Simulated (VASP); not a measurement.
# ZnO (P6_3mc) in VASP: a series of runs, part 2 of 2

VASP 6.6.1. Earlier steps stand in the parts before.

## 3. Single point, PBEsol

The input, INCAR:

```
  PREC = Accurate
  ENCUT = 520
  EDIFF = 1E-6
  ISMEAR = 0
  SIGMA = 0.02
  LREAL = False
  LASPH = True
  NELM = 100
  ALGO = Normal
  ISIF = 2
  LWAVE = False
  LCHARG = True
  GGA = PS
  LELF = True
  LVHAR = True
  NBANDS = 26
```

The input, KPOINTS:

```
Automatic mesh
0
Gamma
  12 12 6
```

The input, POSCAR:

```
ZnO
1.0
    3.2087000620      0.0000000000      0.0000000000
   -1.6043500310      2.7788157668      0.0000000000
    0.0000000000      0.0000000000      5.3183571232
Zn O
2 2
Direct
    0.6666666667      0.3333333333      0.5039424258
    0.3333333333      0.6666666667      0.0039424258
    0.6666666667      0.3333333333      0.8763675742
    0.3333333333      0.6666666667      0.3763675742
```

Potentials or basis: VASP PAW PBE potentials, release 64 (Zn, O).

Started as:

```console
$ cat potpaw_PBE.64/Zn/POTCAR potpaw_PBE.64/O/POTCAR > POTCAR
$ mpirun -np 1 vasp_std > vasp.out
```

OUTCAR:

```text
PREC = Accurate
   ENCUT = 520
   EDIFF = 1E-6
   ISMEAR = 0
   LREAL = False
   LASPH = True
   NELM = 100
   ISIF = 2
   GGA = PS

 ion  position               nearest neighbor table
   1  0.667  0.333  0.504-   4 1.97   4 1.97   4 1.97   3 1.98
   2  0.333  0.667  0.004-   3 1.97   3 1.97   3 1.97   4 1.98
   3  0.667  0.333  0.876-   2 1.97   2 1.97   2 1.97   1 1.98
   4  0.333  0.667  0.376-   1 1.97   1 1.97   1 1.97   2 1.98

  LATTYP: Found a hexagonal cell.
[... 897 lines left out ...]
  FORCE on cell =-STRESS in cart. coord.  units (eV):
  Direction    XX          YY          ZZ          XY          YZ          ZX
  --------------------------------------------------------------------------------------
  -------------------------------------------------------------------------------------
  Total        0.2622537      0.2622537     -0.6419333      0.0000000     -0.0000000      0.0000000
  in kB        8.8606537      8.8606537    -21.6887290      0.0000000     -0.0000000      0.0000000
  external PRESSURE =      -1.3224739 kB  Pullay stress =       0.0000000 kB

 VOLUME and BASIS-vectors are now :
 -----------------------------------------------------------------------------
  energy-cutoff  :      520.00
  volume of cell :       47.42
      direct lattice vectors                 reciprocal lattice vectors
     3.208700062  0.000000000  0.000000000     0.311652688  0.179932763  0.000000000
    -1.604350031  2.778815767  0.000000000     0.000000000  0.359865527  0.000000000
     0.000000000  0.000000000  5.318357123     0.000000000  0.000000000  0.188027990

 POSITION                                       TOTAL-FORCE (eV/Angst)
 -----------------------------------------------------------------------------------
      1.60435      0.92627      2.68015         0.000000      0.000000      0.006495
     -0.00000      1.85254      0.02097        -0.000000      0.000000      0.006495
      1.60435      0.92627      4.66084         0.000000      0.000000     -0.006495
     -0.00000      1.85254      2.00166        -0.000000      0.000000     -0.006495
 -----------------------------------------------------------------------------------
    total drift:                               -0.000000     -0.000000     -0.000465

  FREE ENERGIE OF THE ION-ELECTRON SYSTEM (eV)
  ---------------------------------------------------
  free  energy   TOTEN  =       -19.4044161489 eV

  energy  without entropy=      -19.4044161489  energy(sigma->0) =      -19.40441615
```

OSZICAR:

```text
N       E                     dE             d eps       ncg     rms          rms(c)
DAV:   1     0.288087438794E+03    0.28809E+03   -0.18187E+04  4040   0.201E+03
DAV:   2     0.874887206319E+01   -0.27934E+03   -0.26175E+03  4116   0.406E+02
DAV:   3    -0.216130748990E+02   -0.30362E+02   -0.29928E+02  4358   0.137E+02
DAV:   4    -0.222055803983E+02   -0.59251E+00   -0.59109E+00  4448   0.194E+01
DAV:   5    -0.222084855730E+02   -0.29052E-02   -0.29050E-02  4310   0.142E+00    0.141E+01
DAV:   6    -0.192799915101E+02    0.29285E+01   -0.56276E+00  6236   0.605E+01    0.908E+00
DAV:   7    -0.194535676450E+02   -0.17358E+00   -0.26059E+00  4094   0.158E+01    0.542E+00
DAV:   8    -0.194529523695E+02    0.61528E-03   -0.51045E-01  5734   0.716E+00    0.163E+00
DAV:   9    -0.194023606861E+02    0.50592E-01   -0.93889E-02  5842   0.605E+00    0.351E-01
DAV:  10    -0.194043755659E+02   -0.20149E-02   -0.37664E-02  4032   0.132E+00    0.110E-01
DAV:  11    -0.194043914220E+02   -0.15856E-04   -0.58896E-04  4228   0.206E-01    0.242E-02
DAV:  12    -0.194044158606E+02   -0.24439E-04   -0.29129E-05  4174   0.543E-02    0.172E-02
DAV:  13    -0.194044161489E+02   -0.28831E-06   -0.28189E-06  4170   0.248E-02
   1 F= -.19404416E+02 E0= -.19404416E+02  d E =-.452336E-21
```

It took 2.3 min on 1 thread of Intel Xeon 8259CL, shared host; peak memory 0.21 GiB.

Results:

| Quantity | Value |
| --- | --- |
| Free energy | -19.4044 eV |
| Pressure | -0.1 GPa |
| Largest force | 0.006 eV/Å |
| Band gap on the k mesh | 0.64 eV |

Forces in eV/Å, atoms in the order of the input:
```
Zn   0.000  0.000  0.006
Zn   0.000  0.000  0.006
O    0.000  0.000 -0.006
O    0.000  0.000 -0.006
```

Caveat: semilocal functionals underestimate gaps, and a narrow one can read as zero; the PAW data sets were made with another functional, which shifts forces and pressure a little.

## 4. Relaxation of the atoms, PBEsol (strain along c alone, the other axes held: -6.0 %)

The input, INCAR:

```
SYSTEM = ZnO
ALGO = Normal ; EDIFF = 1E-6
EDIFFG = -0.008 ; ENCUT = 520
GGA = PS ; IBRION = 2
ISIF = 2 ; ISMEAR = 0
LASPH = .TRUE. ; LCHARG = .FALSE.
LREAL = .FALSE. ; LWAVE = .FALSE.
NELM = 100 ; NSW = 60
PREC = Accurate ; SIGMA = 0.02
```

The input, KPOINTS:

```
k-points
0
G
  12 12 6
  0 0 0
```

The input, POSCAR:

```
ZnO
1.0
    3.2304736098      0.0000000000      0.0000000000
   -1.6152368049      2.7976722123      0.0000000000
    0.0000000000      0.0000000000      4.9012310737
Zn O
2 2
Direct
    0.6666666667      0.3333333333      0.4946451986
    0.3333333333      0.6666666667     -0.0053548014
    0.6666666667      0.3333333333      0.8856648014
    0.3333333333      0.6666666667      0.3856648014
```

Started as:

```console
$ cat potpaw_PBE.64/Zn/POTCAR potpaw_PBE.64/O/POTCAR > POTCAR
$ mpirun -np 1 vasp_std > vasp.out
```

It took 2.6 min on 1 thread of Intel Xeon 8259CL, shared host; peak memory 0.2 GiB.

It converged, with:

- Free energy: -19.2762 eV
- Energy gained by relaxing: 2.7 meV/atom
- Ionic steps: 3
- Pressure after relaxing: 10.9 GPa
- Band gap on the k mesh: 0.85 eV

Stress tensor (GPa, compression positive):
```
 9.55  0.00  0.00
 0.00  9.55  0.00
 0.00  0.00 13.71
```

The path:
```tsv
step	energy change (eV)	largest force (eV/Å)	pressure (GPa)
1	0.0000	0.3039	11.21
2	-0.0104	0.0600	11.00
3	-0.0109	0.0012	10.94
```

Final structure:
```
Zn O
1.0
     3.23047    0.00000    0.00000
    -1.61524    2.79767    0.00000
     0.00000    0.00000    4.90123
Zn O
2 2
Direct
  0.66667 0.33333 0.49080
  0.33333 0.66667 0.99080
  0.66667 0.33333 0.88951
  0.33333 0.66667 0.38951
```

Levels at points of the mesh, in eV from the valence-band top:
| k point | band 16 | band 17 | band 18 | band 19 | band 20 | band 21 |
| --- | --- | --- | --- | --- | --- | --- |
| (0.00, 0.00, 0.00) | -0.20 | 0.00 | 0.00 | 0.85 | 5.13 | 8.84 |
| (0.50, 0.00, 0.00) | -2.64 | -1.29 | -1.09 | 5.98 | 6.70 | 8.02 |
| (0.00, 0.00, 0.50) | -0.42 | -0.42 | -0.42 | 3.65 | 3.65 | 10.58 |
| (0.50, 0.00, 0.50) | -1.80 | -1.21 | -1.21 | 5.79 | 5.79 | 8.75 |

Caveat: the cell differs from its parent crystal (strain along c alone, the other axes held: -6.0 %); the PAW data sets were made with another functional, which shifts forces and pressure a little.

## 5. Relaxation of the atoms, PBEsol (strain along c alone, the other axes held: -4.0 %)

The input, INCAR:

```
SYSTEM = ZnO
ALGO = Normal
EDIFF = 1E-7
EDIFFG = -0.008
ENCUT = 520
GGA = PS
IBRION = 2
ISIF = 2
ISMEAR = 0
LASPH = .TRUE.
LCHARG = .FALSE.
LREAL = .FALSE.
LWAVE = .FALSE.
NELM = 80
NSW = 60
PREC = Accurate
SIGMA = 0.02
```

KPOINTS is that of step 4.

The input, POSCAR:

```
ZnO
1.0
    3.2304736098      0.0000000000      0.0000000000
   -1.6152368049      2.7976722123      0.0000000000
    0.0000000000      0.0000000000      5.0055125860
Zn O
2 2
Direct
    0.6666666667      0.3333333333      0.4978735395
    0.3333333333      0.6666666667     -0.0021264605
    0.6666666667      0.3333333333      0.8824364605
    0.3333333333      0.6666666667      0.3824364605
```

Started as:

```console
$ cat potpaw_PBE.64/Zn/POTCAR potpaw_PBE.64/O/POTCAR > POTCAR
$ mpirun -np 1 vasp_std > vasp.out
```

It took 2 min on 1 thread of AMD EPYC 7R13 (Zen 3), shared host; peak memory 0.18 GiB.

The run converged. Its results:

| Quantity | Value |
| --- | --- |
| Free energy | -19.3459 eV |
| Energy gained by relaxing | 2.1 meV/atom |
| Ionic steps | 3 |
| Pressure after relaxing | 7.4 GPa |
| Band gap on the k mesh | 0.79 eV |

Stress tensor (GPa, compression positive):
```
6.26 0.00 0.00
0.00 6.26 0.00
0.00 0.00 9.61
```

Step by step:
| step | energy change (eV) | largest force (eV/Å) | pressure (GPa) |
| --- | --- | --- | --- |
| 1 | 0.0000 | 0.2642 | 7.68 |
| 2 | -0.0080 | 0.0553 | 7.43 |
| 3 | -0.0084 | 0.0006 | 7.38 |

Final structure:
```
Zn O
1.0
     3.23047    0.00000    0.00000
    -1.61524    2.79767    0.00000
     0.00000    0.00000    5.00551
Zn O
2 2
Direct
  0.66667 0.33333 0.49456
  0.33333 0.66667 0.99456
  0.66667 0.33333 0.88575
  0.33333 0.66667 0.38575
```

Levels at points of the mesh, in eV from the valence-band top:
```csv
k point,band 16,band 17,band 18,band 19,band 20,band 21
"(0.00, 0.00, 0.00)",-0.14,0.00,0.00,0.79,5.14,8.59
"(0.50, 0.00, 0.00)",-2.53,-1.30,-1.00,5.89,6.72,7.82
"(0.00, 0.00, 0.50)",-0.42,-0.42,-0.42,3.55,3.55,10.36
"(0.50, 0.00, 0.50)",-1.71,-1.29,-1.29,5.72,5.72,8.63
```

Caveat: the cell differs from its parent crystal (strain along c alone, the other axes held: -4.0 %); semilocal functionals underestimate gaps, and a narrow one can read as zero; the PAW data sets were made with another functional, which shifts forces and pressure a little.

## 6. The runs side by side

| task | cell | gap on the mesh (eV) | pressure (GPa) |
| --- | --- | --- | --- |
| single point | a = 3.209, b = 3.209, c = 5.318 Å, angles 90.0, 90.0, 120.0°, 4 atoms, atomic positions A | 0.64 | -0.1 |
| relaxation of the atoms | atoms relaxed from a = 3.230, b = 3.230, c = 4.901 Å, angles 90.0, 90.0, 120.0°, 4 atoms, atomic positions B | 0.85 | 10.9 |
| relaxation of the atoms | atoms relaxed from a = 3.230, b = 3.230, c = 5.006 Å, angles 90.0, 90.0, 120.0°, 4 atoms, atomic positions C | 0.79 | 7.4 |

Alike in all rows: level PBEsol; potentials or basis VASP PAW PBE potentials, release 64 (Zn, O); no spin polarisation; k mesh 12 × 12 × 6; cutoff (eV) 520; smearing gaussian 0.02 eV.

Caveats: the PAW data sets were made with another functional, which shifts forces and pressure a little; semilocal functionals underestimate gaps, and a narrow one can read as zero (at least some runs).

Absolute energies hang on the potentials; compare differences alone.
